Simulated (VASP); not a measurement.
Wanted: the native input for a VASP 6.6.1 run.

```
Task                   : single point
Functional             : PBE
Potentials or basis    : VASP PAW PBE potentials, release 64 (Zr_sv, Si)
Cutoff                 : 520 eV
k mesh                 : 10 × 10 × 10
Occupations            : gaussian, width 0.1 eV
Spin                   : no spin polarisation
Dipole correction      : no
Further INCAR settings : ALGO = Normal; EDIFF = 1e-06; NBANDS = 29
```

The structure of ZrSi2 lies in POSCAR:

```
ZrSi2
1.0
    0.0000000000      4.3495863128      4.4920262142
    2.5571166382      0.0000000000      4.4920262142
    2.5571166382      4.3495863128      0.0000000000
Zr Si
2 4
Direct
    0.7500000000      0.7500000000      0.7500000000
    0.5000000000      0.5000000000      0.5000000000
    0.0950788301      0.4049211699      0.0950788301
    0.4049211699      0.0950788301      0.4049211699
    0.1549211699      0.8450788301      0.1549211699
    0.8450788301      0.1549211699      0.8450788301
```

One way to write it, as run:

INCAR

```
PREC = Accurate
ENCUT = 520
EDIFF = 1E-6
ISMEAR = 0
SIGMA = 0.1
LREAL = F
LASPH = T
NELM = 60
ALGO = Normal
ISIF = 2
LWAVE = F
LCHARG = T
GGA = PE
LELF = T
LVHAR = T
NBANDS = 29
```

KPOINTS

```
Automatic mesh
0
Gamma
  10 10 10
```

Potentials or basis: VASP PAW PBE potentials, release 64 (Zr_sv, Si).

Run with:

```bash
$ cat potpaw_PBE.64/Zr_sv/POTCAR potpaw_PBE.64/Si/POTCAR > POTCAR
$ mpirun -np 1 vasp_std > vasp.out
```

It gave:

| Quantity | Value |
| --- | --- |
| Pressure | 0.0 GPa |
| Band gap on the k mesh | zero (bands 20 and 21 overlap by 1.91 eV) |

It took 7.1 min on 1 thread of Intel(R) Xeon(R) Platinum 8488C (Sapphire Rapids) (shared host), peak memory 0.54 GiB.
